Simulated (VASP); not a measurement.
# Ni (Pm-3m) in VASP: notebook

Ni is run at these levels: PBEsol; tasks: single point.

All numbers are computed with VASP 6.6.1; they aren't measurements. Logs are shortened: lines on timing, memory, paths and dates and some standing lists are left out, and cuts for length are marked.

## 1. The cell of the first run

Symmetry: Pm-3m, No. 221, cubic system. Conventional cell: a = 2.194 Å, b = 2.194 Å, c = 2.194 Å, α = 90.00°, β = 90.00°, γ = 90.00°. Within 2.9 Å of Ni (site symmetry m-3m) lie 6 Ni at 2.19 Å.

## 2. Single point, PBEsol, collinear spin, ferromagnetic start

File INCAR:

```
  ALGO = Normal
  EDIFF = 1E-6
  ENCUT = 520
  GGA = PS
  ISIF = 2
  ISMEAR = -1
  ISPIN = 2
  LASPH = True
  LCHARG = False
  LMAXMIX = 4
  LORBIT = 11
  LREAL = False
  LWAVE = False
  MAGMOM = 1.5
  NBANDS = 15
  NELM = 150
  PREC = Accurate
  SIGMA = 0.1
```

File KPOINTS:

```
k-points
0
Gamma
  8 8 8
```

File POSCAR:

```
Ni
1.0
    2.1944101227      0.0000000000      0.0000000000
    0.0000000000      2.1944101227      0.0000000000
    0.0000000000      0.0000000000      2.1944101227
Ni
1
Direct
    0.0000000000      0.0000000000      0.0000000000
```

Potentials or basis: VASP PAW PBE potentials, release 64 (Ni).

The run is started by

```bash
> cat potpaw_PBE.64/Ni/POTCAR > POTCAR
> mpirun -np 1 vasp_std > vasp.out
```

OUTCAR:

```text
EDIFF = 1E-6
   ENCUT = 520
   GGA = PS
   ISIF = 2
   ISMEAR = -1
   ISPIN = 2
   LASPH = True
   LORBIT = 11
   LREAL = False
   NELM = 150
   PREC = Accurate

 ion  position               nearest neighbor table
   1  0.000  0.000  0.000-

  LATTYP: Found a simple cubic cell.
 ALAT       =     2.1944101227

  Lattice vectors:

 A1 = (   2.1944101227,   0.0000000000,   0.0000000000)
 A2 = (   0.0000000000,   2.1944101227,   0.0000000000)
 A3 = (   0.0000000000,   0.0000000000,   2.1944101227)

Analysis of symmetry for initial positions (statically):
=====================================================================
 Subroutine PRICEL returns:
 Original cell was already a primitive cell.

 Routine SETGRP: Setting up the symmetry group for a
 simple cubic supercell.

 Subroutine GETGRP returns: Found 48 space group operations
 (whereof 48 operations were pure point group operations)
 out of a pool of 48 trial point group operations.

The static configuration has the point symmetry O_h .

Analysis of symmetry for dynamics (positions and initial velocities):
=====================================================================
 Subroutine PRICEL returns:
 Original cell was already a primitive cell.

 Routine SETGRP: Setting up the symmetry group for a
 simple cubic supercell.

 Subroutine GETGRP returns: Found 48 space group operations
 (whereof 48 operations were pure point group operations)
 out of a pool of 48 trial point group operations.

The dynamic configuration has the point symmetry O_h .

Analysis of structural, dynamic, and magnetic symmetry:
=====================================================================
 Subroutine PRICEL returns:
 Original cell was already a primitive cell.

 Routine SETGRP: Setting up the symmetry group for a
 simple cubic supercell.

 Subroutine GETGRP returns: Found 48 space group operations
 (whereof 48 operations were pure point group operations)
 out of a pool of 48 trial point group operations.

The overall configuration has the point symmetry O_h .

 Subroutine INISYM returns: Found 48 space group operations
 (whereof 48 operations are pure point group operations),
 and found     1 'primitive' translations

----------------------------------------------------------------------------------------

                                     Primitive cell

  volume of cell :      10.5670

  direct lattice vectors                    reciprocal lattice vectors
     2.194410123  0.000000000  0.000000000     0.455703330  0.000000000  0.000000000
     0.000000000  2.194410123  0.000000000     0.000000000  0.455703330  0.000000000
     0.000000000  0.000000000  2.194410123     0.000000000  0.000000000  0.455703330

  length of vectors
     2.194410123  2.194410123  2.194410123     0.455703330  0.455703330  0.455703330

  position of ions in fractional coordinates (direct lattice)
     0.000000000  0.000000000  0.000000000

  ion indices of the primitive-cell ions
   primitive index   ion index
                 1           1

----------------------------------------------------------------------------------------

 KPOINTS: k-points

Automatic generation of k-mesh.
 Grid dimensions read from file:
 generate k-points for:    8    8    8

 Generating k-lattice:

  Cartesian coordinates                     Fractional coordinates (reciprocal lattice)
     0.056962916  0.000000000  0.000000000     0.125000000  0.000000000  0.000000000
     0.000000000  0.056962916  0.000000000     0.000000000  0.125000000  0.000000000
     0.000000000  0.000000000  0.056962916     0.000000000  0.000000000  0.125000000

  Length of vectors
     0.056962916  0.056962916  0.056962916

  Shift w.r.t. Gamma in fractional coordinates (k-lattice)
     0.000000000  0.000000000  0.000000000

 Subroutine IBZKPT returns following result:
 ===========================================

 Found     35 irreducible k-points:

 Following reciprocal coordinates:
            Coordinates               Weight
  0.000000  0.000000  0.000000      1.000000
  0.125000  0.000000  0.000000      6.000000
  0.250000  0.000000  0.000000      6.000000
  0.375000  0.000000  0.000000      6.000000
  0.500000  0.000000  0.000000      3.000000
  0.125000  0.125000  0.000000     12.000000
[... 16 lines left out ...]
  0.375000  0.375000  0.125000     24.000000
  0.500000  0.375000  0.125000     24.000000
 [... further k-points ...]
   k-points           NKPTS =     35   k-points in BZ     NKDIM =     35   number of bands    NBANDS=     15
   number of dos      NEDOS =    301   number of ions     NIONS =      1
   total plane-waves  NPLWV =   4096
   dimension x,y,z NGX =    16 NGY =   16 NGZ =   16
   dimension x,y,z NGXF=    32 NGYF=   32 NGZF=   32
   ions per type =               1
   NGX,Y,Z   is equivalent  to a cutoff of  12.12, 12.12, 12.12 a.u.
   NGXF,Y,Z  is equivalent  to a cutoff of  24.24, 24.24, 24.24 a.u.
 SYSTEM =  unknown system
   PREC   = accura    normal or accurate (medium, high low for compatibility)
   ISTART =      0    job   : 0-new  1-cont  2-samecut
   ICHARG =      2    charge: 1-file 2-atom 10-const
   ISPIN  =      2    spin polarized calculation?
   LNONCOLLINEAR =      F non collinear calculations
   LSORBIT =      F    spin-orbit coupling
   LASPH  =      T    aspherical Exc in radial PAW
   ENCUT  =  520.0 eV  38.22 Ry    6.18 a.u.   4.08  4.08  4.08*2*pi/ulx,y,z
   NELM   =    150;   NELMIN=  2; NELMDL= -5     # of ELM steps
   EDIFF  = 0.1E-05   stopping-criterion for ELM
   LREAL  =      F    real-space projection
   EDIFFG = 0.1E-04   stopping-criterion for IOM
   NSW    =      0    number of steps for IOM
   IBRION =     -1    ionic relax: 0-MD 1-quasi-New 2-CG
   NFREE  =      0    steps in history (QN), initial steepest desc. (CG)
   ISIF   =      2    stress and relaxation
   ISYM   =      2    0-nonsym 1-usesym 2-fastsym
   POTIM  = 0.5000    time-step for ionic-motion
   TEBEG  =    0.0;   TEEND  =   0.0 temperature during run
   PSTRESS=    0.0 pullay stress
   NELECT =      10.0000    total number of electrons
   NUPDOWN=      -1.0000    fix difference up-down
   EMIN   =  10.00;   EMAX   =-10.00  energy-range for DOS
   EFERMI =   0.00;   METHOD = LEGACY
   ISMEAR =    -1;   SIGMA  =   0.10  broadening in eV -4-tet -1-fermi 0-gaus
   EFERMI_NEDOS =   21; number of points for ismear=-14 and -15
   IALGO  =     38    algorithm
   IMIX   =      4    mixing-type and parameters
     AMIX     =   0.40;   BMIX     =  1.00
     AMIX_MAG =   1.60;   BMIX_MAG =  1.00
  volume/ion in A,a.u.               =      10.57        71.31
  Fermi-wavevector in a.u.,A,eV,Ry     =   1.607276  3.037311 35.148407  2.583335
  Thomas-Fermi vector in A             =   2.703330
   LORBIT       =     11    0 simple, 1 ext, 2 COOP (PROOUT), +10 PAW based schemes
   GGA     = PS    functional components
   LHFCALC =     F    Hartree Fock is set to
   AEXX    =    0.0000 exact exchange contribution
   IVDW    =     0    specifies the selected vdW correction
   LEPSILON=     F    determine dielectric tensor
   LRPA    =     F    only Hartree local field effects (RPA)
 spin polarized calculation
  energy-cutoff  :      520.00
  volume of cell :       10.57
 maximum number of plane-waves:       300
   NGX =  9   NGY =  9   NGZ =  9

 number of electron      10.0000028 magnetization       0.5285331

 Free energy of the ion-electron system (eV)
  ---------------------------------------------------
  ext. energy  EPLUGINS =         0.00000000
  ---------------------------------------------------
  free energy    TOTEN  =        -5.27827840 eV

  energy without entropy =       -5.21997219  energy(sigma->0) =       -5.24912530

 E-fermi :   9.7383     XC(G=0): -13.5100

 val. band max:        9.7333116415   @ k =   0.3750   0.2500   0.0000
 cond. band min:       9.7389644037   @ k =   0.5000   0.3750   0.2500
 fundamental gap:      0.0056527621
 Fermi energy:         9.7382638206

 spin component 1

 k-point     1 :       0.0000    0.0000    0.0000
  band No.  band energies     occupation
      1       0.4422      1.00000
      2       5.1944      1.00000
      3       5.1944      1.00000
      4       9.4425      0.95064
      5       9.4425      0.95064
      6       9.4425      0.95064
      7      31.2322      0.00000
      8      31.2322      0.00000
      9      31.2322      0.00000
     10      35.5015      0.00000
     11      35.5015      0.00000
     12      40.4997      0.00000
     13      54.9754      0.00000
     14      54.9754      0.00000
     15      55.8592      0.00000

 k-point     2 :       0.1250    0.0000    0.0000
  band No.  band energies     occupation
      1       0.9612      1.00000
      2       5.2732      1.00000
      3       5.4580      1.00000
      4       9.2253      0.99411
      5       9.2253      0.99411
      6       9.4600      0.94174
      7      26.6813      0.00000
      8      31.9515      0.00000
      9      31.9515      0.00000
     10      35.5341      0.00000
     11      37.8814      0.00000
     12      43.5754      0.00000
     13      51.6667      0.00000
     14      53.7815      0.00000
     15      53.7815      0.00000
[... 365 lines left out ...]
      3       7.8933      1.00000
      4       7.9076      1.00000
      5       9.1220      0.99790
      6      12.1692      0.00000
      7      18.2534      0.00000
      8      23.1016      0.00000
      9      28.6328      0.00000
     10      35.0747      0.00000
     11      41.0689      0.00000
     12      43.7032      0.00000
     13      47.8645      0.00000
     14      53.4194      0.00000
     15      54.5864      0.00000

 k-point    24 :       0.5000    0.3750    0.1250
  band No.  band energies     occupation
      1       4.8047      1.00000
      2       6.6337      1.00000
      3       7.7272      1.00000
      4       7.9574      1.00000
      5       9.5649      0.84993
      6      14.9189      0.00000
      7      15.5685      0.00000
      8      24.2156      0.00000
      9      25.5356      0.00000
     10      36.8831      0.00000
     11      39.3794      0.00000
     12      43.4354      0.00000
     13      49.5046      0.00000
     14      51.5248      0.00000
     15      53.9103      0.00000

 [... further k-points ...]

 spin component 2

 k-point     1 :       0.0000    0.0000    0.0000
  band No.  band energies     occupation
      1       0.5066      1.00000
      2       5.6561      1.00000
      3       5.6561      1.00000
      4      10.0413      0.04608
      5      10.0413      0.04608
      6      10.0413      0.04608
      7      31.3285      0.00000
      8      31.3285      0.00000
      9      31.3285      0.00000
     10      35.6569      0.00000
     11      35.6569      0.00000
     12      40.5770      0.00000
     13      55.0530      0.00000
     14      55.0530      0.00000
     15      55.0530      0.00000

 k-point     2 :       0.1250    0.0000    0.0000
  band No.  band energies     occupation
      1       1.0268      1.00000
      2       5.7381      1.00000
      3       5.9176      1.00000
      4       9.8161      0.31464
      5       9.8161      0.31464
      6      10.0594      0.03876
      7      26.8131      0.00000
      8      32.0539      0.00000
      9      32.0539      0.00000
     10      35.6744      0.00000
     11      37.9927      0.00000
     12      43.6711      0.00000
     13      51.7581      0.00000
     14      53.8710      0.00000
     15      53.8710      0.00000
[... 365 lines left out ...]
      3       8.4199      1.00000
      4       8.4275      1.00000
      5       9.6649      0.67554
      6      12.4080      0.00000
      7      18.4239      0.00000
      8      23.3056      0.00000
      9      28.8081      0.00000
     10      35.1653      0.00000
     11      41.1740      0.00000
     12      43.7863      0.00000
     13      47.9758      0.00000
     14      53.8630      0.00000
     15      54.6884      0.00000

 k-point    24 :       0.5000    0.3750    0.1250
  band No.  band energies     occupation
      1       5.1821      1.00000
      2       7.0976      1.00000
      3       8.2503      1.00000
      4       8.4832      1.00000
      5      10.1102      0.02367
      6      15.0840      0.00000
      7      15.7772      0.00000
      8      24.3723      0.00000
      9      25.7639      0.00000
     10      36.9456      0.00000
     11      39.5083      0.00000
     12      43.4878      0.00000
     13      49.7623      0.00000
     14      51.5853      0.00000
     15      54.3186      0.00000

 [... further k-points ...]
[... 5 lines left out ...]
  --------------------------------------------------------------------------------------
  -------------------------------------------------------------------------------------
  Total        1.9511830      1.9511830      1.9511830      0.0000000     -0.0000000      0.0000000
  in kB      295.8388334    295.8388334    295.8388334      0.0000000     -0.0000000      0.0000000
  external PRESSURE =     295.8388334 kB  Pullay stress =       0.0000000 kB

 VOLUME and BASIS-vectors are now :
 -----------------------------------------------------------------------------
  energy-cutoff  :      520.00
  volume of cell :       10.57
      direct lattice vectors                 reciprocal lattice vectors
     2.194410123  0.000000000  0.000000000     0.455703330  0.000000000  0.000000000
     0.000000000  2.194410123  0.000000000     0.000000000  0.455703330  0.000000000
     0.000000000  0.000000000  2.194410123     0.000000000  0.000000000  0.455703330

 POSITION                                       TOTAL-FORCE (eV/Angst)
 -----------------------------------------------------------------------------------
      0.00000      0.00000      0.00000         0.000000      0.000000      0.000000
 -----------------------------------------------------------------------------------
    total drift:                               -0.000000     -0.000000      0.000000

  FREE ENERGIE OF THE ION-ELECTRON SYSTEM (eV)
  ---------------------------------------------------
  free  energy   TOTEN  =        -5.2782784046 eV

  energy  without entropy=       -5.2199721865  energy(sigma->0) =       -5.24912530

 total charge

# of ion       s       p       d       tot
------------------------------------------
    1        0.586   0.524   8.452   9.563

 magnetization (x)

# of ion       s       p       d       tot
------------------------------------------
    1        0.001   0.009   0.514   0.524
```

Wall time 5.4 s (1 thread of Intel Xeon 6975P-C, shared host); peak memory 0.12 GiB.

Results:

```yaml
Free_energy: -5.2783 eV
Pressure: 29.6 GPa
Net_moment: 0.53 μB per cell
Site_moments: Ni +0.52 μB
Valence_electrons_inside_the_program's_atomic_spheres: Ni 9.56
```

Caveat: the PAW data sets were made with another functional, which shifts forces and pressure a little.

## 3. Single point, PBEsol, collinear spin, ferromagnetic start

This run uses another cell than the first one, of 10.96 Å³/atom, 1.037 times its volume.

File INCAR:

```
SYSTEM = Ni
ALGO     = Normal         ! electronic algorithm
EDIFF    = 1E-7           ! SCF threshold, eV
ENCUT    = 520            ! plane-wave cutoff, eV
GGA      = PS             ! functional
ISIF     = 2              ! what is computed and relaxed
ISMEAR   = -1             ! smearing method
ISPIN    = 2              ! spin polarisation
LASPH    = .TRUE.         ! aspherical terms in the spheres
LCHARG   = .FALSE.        ! write CHGCAR
LMAXMIX  = 4              ! l up to which the mixer works
LORBIT   = 11             ! projections on sites
LREAL    = .FALSE.        ! projectors in reciprocal space
LWAVE    = .FALSE.        ! write WAVECAR
MAGMOM   = 1.5            ! initial moments
NBANDS   = 15             ! bands
NELM     = 150            ! most SCF steps
PREC     = Accurate       ! precision mode
SIGMA    = 0.1            ! smearing width, eV
```

File KPOINTS:

```
k-points
0
G
  8 8 8
  0 0 0
```

File POSCAR:

```
Ni
1.0
    2.2214131220      0.0000000000      0.0000000000
    0.0000000000      2.2214131220      0.0000000000
    0.0000000000      0.0000000000      2.2214131220
Ni
1
Direct
    0.0000000000      0.0000000000      0.0000000000
```

Potentials or basis: VASP PAW PBE potentials, release 64 (Ni).

The run is started by

```bash
> cat potpaw_PBE.64/Ni/POTCAR > POTCAR
> mpirun -np 1 vasp_std > vasp.out
```

OUTCAR:

```text
SYSTEM = Ni
   EDIFF = 1E-7
   ENCUT = 520
   GGA = PS
   ISIF = 2
   ISMEAR = -1
   ISPIN = 2
   LASPH = .TRUE.
   LORBIT = 11
   LREAL = .FALSE.
   NELM = 150
   PREC = Accurate

 ion  position               nearest neighbor table
   1  0.000  0.000  0.000-

  LATTYP: Found a simple cubic cell.
 ALAT       =     2.2214131220

  Lattice vectors:

[... 1067 lines left out ...]
     15      52.8791      0.00000

 [... further k-points ...]
[... 5 lines left out ...]
  --------------------------------------------------------------------------------------
  -------------------------------------------------------------------------------------
  Total        1.3459037      1.3459037      1.3459037      0.0000000     -0.0000000      0.0000000
  in kB      196.7145903    196.7145903    196.7145903      0.0000000     -0.0000000      0.0000000
  external PRESSURE =     196.7145903 kB  Pullay stress =       0.0000000 kB

 VOLUME and BASIS-vectors are now :
 -----------------------------------------------------------------------------
  energy-cutoff  :      520.00
  volume of cell :       10.96
      direct lattice vectors                 reciprocal lattice vectors
     2.221413122  0.000000000  0.000000000     0.450163902  0.000000000  0.000000000
     0.000000000  2.221413122  0.000000000     0.000000000  0.450163902  0.000000000
     0.000000000  0.000000000  2.221413122     0.000000000  0.000000000  0.450163902

 POSITION                                       TOTAL-FORCE (eV/Angst)
 -----------------------------------------------------------------------------------
      0.00000      0.00000      0.00000         0.000000      0.000000      0.000000
 -----------------------------------------------------------------------------------
    total drift:                                0.000000      0.000000      0.000000

  FREE ENERGIE OF THE ION-ELECTRON SYSTEM (eV)
  ---------------------------------------------------
  free  energy   TOTEN  =        -5.3385294208 eV

  energy  without entropy=       -5.2800154754  energy(sigma->0) =       -5.30927245

 total charge

# of ion       s       p       d       tot
------------------------------------------
    1        0.570   0.494   8.426   9.489

 magnetization (x)

# of ion       s       p       d       tot
------------------------------------------
    1        0.001   0.008   0.556   0.565
```

Wall time 10 s (1 thread of Intel Xeon 6975P-C, shared host); peak memory 0.13 GiB.

Results:

```yaml
Free_energy: -5.3385 eV
Pressure: 19.7 GPa
Net_moment: 0.57 μB per cell
Site_moments: Ni +0.56 μB
Valence_electrons_inside_the_program's_atomic_spheres: Ni 9.49
```

Caveat: the PAW data sets were made with another functional, which shifts forces and pressure a little.
